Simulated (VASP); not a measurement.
C:

```
C
1.0
     0.00000    2.12700    3.34800
     1.22800    0.00000    3.34800
     1.22800    2.12700    0.00000
C
2
Direct
  0.16667 0.83333 0.16667
  0.83333 0.16667 0.83333
```

Base run:

- Program: VASP 6.6.1
- Functional: PBE
- Potentials or basis: VASP PAW PBE potentials, release 64 (C)
- Cutoff: 520 eV
- k mesh: 18 × 18 × 18
- Occupations: fermi-dirac, width 0.05 eV
- Spin: no spin polarisation

Its results: band gap on the k mesh 0.08 eV, indirect (least direct gap 0.15 eV); pressure 5.1 GPa; largest force 0.003 eV/Å.

**Question.** The run is repeated on the same cell with these changes: k mesh from 18 × 18 × 18 to 5 × 5 × 5; further incar settings from ALGO = Normal; EDIFF = 1e-07; NBANDS = 11 to ALGO = Normal; EDIFF = 1e-06; NBANDS = 11. What comes out?

**Answer.** Band gap on the k mesh 1.83 eV, indirect (least direct gap 2.51 eV); pressure 5.2 GPa; largest force 0.069 eV/Å.

Caveats: some runs use coarse meshes.

A k mesh can miss the band edges.
